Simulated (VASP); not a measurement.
Wanted: the native input for a VASP 6.6.1 run.

```yaml
Task: relaxation of cell and atoms
Functional: PBE
Potentials_or_basis: VASP PAW PBE potentials, release 64 (Ca_sv, Si, N)
Cutoff: 600 eV
k_mesh: 6 × 6 × 2
Occupations: gaussian, width 0.1 eV
Spin: no spin polarisation
Dipole_correction: no
Further_INCAR_settings: ALGO = Normal; EDIFF = 1e-07; IBRION = 2; EDIFFG = -0.04; NSW = 90; ISIF = 3
```

The structure of Ca3Si2N lies in POSCAR:

```
Ca3Si2N
1.0
    3.6899920100      0.0000000000      0.0000000000
    0.0000000000      3.6899920100      0.0000000000
    0.0000000000      0.0000000000      8.1291280400
Ca Si N
3 2 1
Direct
    0.5000000000      0.5000000000      0.0000000000
    0.0000000000      0.5000000000      0.3786259900
    0.5000000000      0.0000000000      0.6213740100
    0.0000000000      0.5000000000      0.7376120100
    0.5000000000      0.0000000000      0.2623879900
    0.0000000000      0.0000000000      0.0000000000
```

The cell was built from a structure type or drawn by symmetry, and may not be a known phase.

The input as run:

INCAR

```
ALGO = Normal ; EDIFF = 1E-7
EDIFFG = -0.04 ; ENCUT = 600
GGA = PE ; IBRION = 2
ISIF = 3 ; ISMEAR = 0
LASPH = True ; LCHARG = False
LREAL = False ; LWAVE = False
NELM = 100 ; NSW = 90
PREC = Accurate ; SIGMA = 0.1
```

KPOINTS

```
k-points
0
Gamma
  6 6 2
```

Potentials or basis: VASP PAW PBE potentials, release 64 (Ca_sv, Si, N).

Run with:

```sh
$ cat potpaw_PBE.64/Ca_sv/POTCAR potpaw_PBE.64/Si/POTCAR potpaw_PBE.64/N/POTCAR > POTCAR
$ mpirun -np 1 vasp_std > vasp.out
```

Results of the run:

```yaml
Relaxed_volume: 22.40 Å³/atom
Relaxed_cell: a = 3.917 Å, b = 3.917 Å, c = 8.759 Å, α = 90.00°, β = 90.00°, γ = 90.00°
Space_group_after_relaxing_to_0.1_Å: P-4m2 (No. 115)
Energy_gained_by_relaxing: 154.5 meV/atom
Ionic_steps: 10
Pressure_after_relaxing: 0.1 GPa
Largest_force_after_relaxing: 0.009 eV/Å
Band_gap_on_the_k_mesh: zero (an odd number of electrons rules out a gap without spin polarisation)
```

Caveat: the k points lie up to 0.36 Å⁻¹ apart in the final cell, too coarse for converged energies and pressures of a metal; the volume moved by over 15 % at a fixed basis, so the end points are rough.

Wall time 6.9 min on 1 thread of AMD EPYC 7R13 Processor (Zen 3) (shared host), peak memory 0.25 GiB.
